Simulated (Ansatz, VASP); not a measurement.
SnSe: VASP beside Ansatz

```
Sn Se
1.0
     0.00000    2.96932    2.96932
     2.96932    0.00000    2.96932
     2.96932    2.96932    0.00000
Sn Se
1 1
Cartesian
  0.0000 0.0000 0.0000
  2.9693 2.9693 2.9693
```

Change from the starting cell: volume scaled by 0.96, crystal datasets.

Alike in both runs: task electric field gradients; functional PBEsol; k mesh 7 × 7 × 7; occupations fermi-dirac, width 0.01 eV; no spin polarisation.

|  | VASP | Ansatz |
| --- | --- | --- |
| version | VASP 6.6.1 | Ansatz 0.2.0 |
| potentials or method | VASP PAW PBE potentials, release 64 (Sn_d, Se), cutoff 520 eV | all-electron PAW with datasets made for the crystal, scalar-relativistic |

|  | VASP | Ansatz | Ansatz less VASP |
| --- | --- | --- | --- |
| pressure (GPa) | 0.3 | 0.2 | -0.03 |

VASP's potentials were made for PBE, not for PBEsol. Ansatz ran all-electron here, and VASP with PAW potentials.
